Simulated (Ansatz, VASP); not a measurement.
# One calculation of SiO2, two programs

```
Si O
1.0
    -2.37405    2.37405    3.74400
     2.37405   -2.37405    3.74400
     2.37405    2.37405   -3.74400
Si O
2 4
Direct
  0.00000 0.00000 0.00000
  0.75000 0.25000 0.50000
  0.99838 0.62500 0.87338
  0.37500 0.24838 0.37338
  0.75162 0.12500 0.12662
  0.87500 0.00162 0.62662
```

Alike in both runs: task single point; functional r2SCAN; k mesh 8 × 8 × 8; occupations fermi-dirac, width 3.35 eV; no spin polarisation.

|  | VASP | Ansatz |
| --- | --- | --- |
| version | VASP 6.6.1 | Ansatz 0.2.0 |
| potentials or method | VASP PAW PBE potentials, release 64 (Si, O), cutoff 520 eV | scalar-relativistic, plane waves, PAW |
| valence electrons in the cell | 32 | 32 |

VASP gave:

| Item | Value |
| --- | --- |
| gap on the k mesh at the Fermi level (eV) | 7.17 |
| least direct gap on the mesh (eV) | 7.17 |
| pressure (GPa) | 37.8 |
| traceless stress, the component that is largest in VASP (GPa) | 0.51 |
| rms of the force components (eV/Å) | 1.074 |

**Question.** Which values does Ansatz return?

**Answer.** gap on the k mesh at the Fermi level (eV): 7.28; least direct gap on the mesh (eV): 7.28; pressure (GPa): 42.5; traceless stress, the component that is largest in VASP (GPa): 0.78; rms of the force components (eV/Å): 1.133.

VASP's potentials were made for PBE, not for r2SCAN. Atom by atom the forces differ by 0.059 eV/Å (rms over components). The pressures are high and differ by over a tenth, so treat them with care.
